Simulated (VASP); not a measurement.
B17SeN17 (a cell with a defect): single point with PBE

The system is B17SeN17 (a cell with a defect).

```
B N Se
1.0
     7.46503    0.00000    0.00000
    -3.73252    6.46491    0.00000
     0.00000    0.00000    6.49548
B N Se
17 17 1
Direct
  0.10331 0.20067 0.23859
  0.21666 0.13191 0.73368
  0.10088 0.52959 0.23063
  0.22887 0.47187 0.80152
  0.10004 0.86510 0.23215
  0.23416 0.80235 0.73590
  0.43787 0.20324 0.20779
  0.58106 0.13172 0.72799
  0.43572 0.53692 0.14459
  0.43751 0.86508 0.23463
  0.55577 0.79390 0.82167
  0.76977 0.20077 0.23950
  0.89539 0.12476 0.79936
  0.77225 0.53650 0.14369
  0.90838 0.47141 0.79754
  0.76807 0.86375 0.25462
  0.90402 0.79345 0.82206
  0.11588 0.24254 0.79416
  0.21181 0.08729 0.22086
  0.12315 0.57836 0.72974
  0.21276 0.42064 0.22540
  0.11821 0.91065 0.74455
  0.21305 0.75451 0.22735
  0.54692 0.08753 0.22529
  0.42577 0.58815 0.89675
  0.54411 0.41729 0.17413
  0.45833 0.90969 0.74364
  0.54751 0.75463 0.24192
  0.79265 0.24225 0.78590
  0.88044 0.08960 0.26675
  0.82921 0.58815 0.89349
  0.87908 0.42052 0.22054
  0.78325 0.90080 0.81641
  0.87872 0.75462 0.23973
  0.48634 0.30876 0.62268
```

| Property | Result |
| --- | --- |
| Program | VASP 6.6.1 |
| Task | single point |
| Functional | PBE |
| Potentials or basis | VASP PAW PBE potentials, release 64 (B, N, Se) |
| Cutoff | 520 eV |
| k mesh | 2 × 2 × 2, shifted |
| Occupations | fermi-dirac, width 0.01 eV |
| Spin | no spin polarisation |
| Dipole correction | no |
| Charge | -2 |
| Further INCAR settings | LREAL = Auto; ALGO = Normal; EDIFF = 1e-07; NBANDS = 94; NELECT = 144.0 |

| Property | Result |
| --- | --- |
| Largest force | 0.283 eV/Å |

Forces on the atoms (eV/Å):
```
B   -0.121  0.065  0.049
B   -0.038  0.075 -0.002
B   -0.179  0.104 -0.006
B    0.187 -0.073  0.099
B   -0.103  0.109  0.046
B    0.052 -0.092 -0.088
B   -0.177  0.053 -0.047
B    0.024 -0.157  0.077
B   -0.077  0.013  0.047
B   -0.172  0.127  0.034
B    0.078 -0.230  0.144
B   -0.180  0.088 -0.040
B   -0.011 -0.068 -0.060
B   -0.132  0.051 -0.023
B    0.098 -0.019  0.026
B   -0.131  0.088  0.023
B   -0.067  0.054 -0.015
N    0.089  0.052 -0.087
N    0.127 -0.078  0.134
N   -0.197  0.127  0.079
N    0.163 -0.100 -0.118
N    0.038 -0.056  0.009
N    0.123 -0.078 -0.015
N    0.147 -0.092  0.043
N   -0.105  0.118 -0.085
N    0.108 -0.015 -0.061
N   -0.127  0.207 -0.065
N    0.122 -0.052 -0.131
N   -0.070  0.130  0.029
N    0.190 -0.096  0.170
N    0.034 -0.145  0.055
N    0.168 -0.087  0.038
N    0.080  0.019 -0.024
N    0.106 -0.047 -0.118
Se  -0.046  0.005 -0.120
```

Levels at points of the mesh, in eV from the Fermi level:
| k point | band 70 | band 71 | band 72 | band 73 | band 74 | band 75 |
| --- | --- | --- | --- | --- | --- | --- |
| (0.25, 0.25, 0.25) | -0.97 | -0.73 | -0.47 | 2.60 | 3.09 | 3.25 |

Wall time 14 min on 1 thread of Intel(R) Xeon(R) Platinum 8488C (Sapphire Rapids), on a shared host, peak memory 0.51 GiB.

Caveat: the cell carries a net charge on a neutralising background, which shifts energy and pressure; the cell is charged against a uniform background, so pressure and absolute levels hang on convention.
